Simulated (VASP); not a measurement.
Crystal: Co2Si.

```xyz
3
Lattice="3.0140 0.0000 0.0000 0.0000 3.0140 0.0000 0.0000 0.0000 4.2663" Properties=species:S:1:pos:R:3 pbc="T T T"
Co    0.0000    0.0000    3.3560
Co    0.0000    0.0000    0.9103
Si    1.5070    1.5070    2.1332
```

* Program: VASP 6.6.1
* Task: relaxation of cell and atoms
* Functional: PBE
* Potentials or basis: VASP PAW PBE potentials, release 64 (Co, Si)
* Cutoff: 600 eV
* k mesh: 6 × 6 × 4
* Occupations: gaussian, width 0.1 eV
* Spin: collinear spin, ferromagnetic start
* Starting moments: [-3.0, -3.0, 0.0] μB

At the start: pressure 2.2 GPa; volume 12.92 Å³/atom.

**Question.** Where does the relaxation end?

**Answer.** Over 11 steps the energy falls by 636.9 meV/atom and the volume is 11.66 Å³/atom (-9.8 %); space group P4/mmm (No. 123, to 0.05 Å); moment 0.62 μB per cell.

Step by step:
```tsv
step	energy change (eV)	largest force (eV/Å)	pressure (GPa)	volume (Å³)
1	0.0000	6.0870	2.23	38.76
2	-0.7369	3.9996	14.33	38.83
3	-1.2601	1.6990	-3.07	39.02
4	-1.2612	1.6455	-3.19	39.02
5	-1.6838	1.1354	-6.11	37.70
6	-1.8527	0.6709	-4.33	36.49
7	-1.8657	0.5502	-3.23	36.07
8	-1.9052	0.2650	2.69	34.66
9	-1.9052	0.2813	2.36	34.72
10	-1.9041	0.3628	-1.63	35.25
11	-1.9107	0.0233	0.40	34.97
```

Final structure:
```
CELL_PARAMETERS angstrom
2.63552 0.00000 0.00000
0.00000 2.63552 0.00000
0.00000 0.00000 5.03429
ATOMIC_POSITIONS crystal
Co 0.00000 0.00000 0.77667
Co 0.00000 0.00000 0.22333
Si 0.50000 0.50000 0.50000
```

Caveat: the k points lie up to 0.40 Å⁻¹ apart in the final cell.
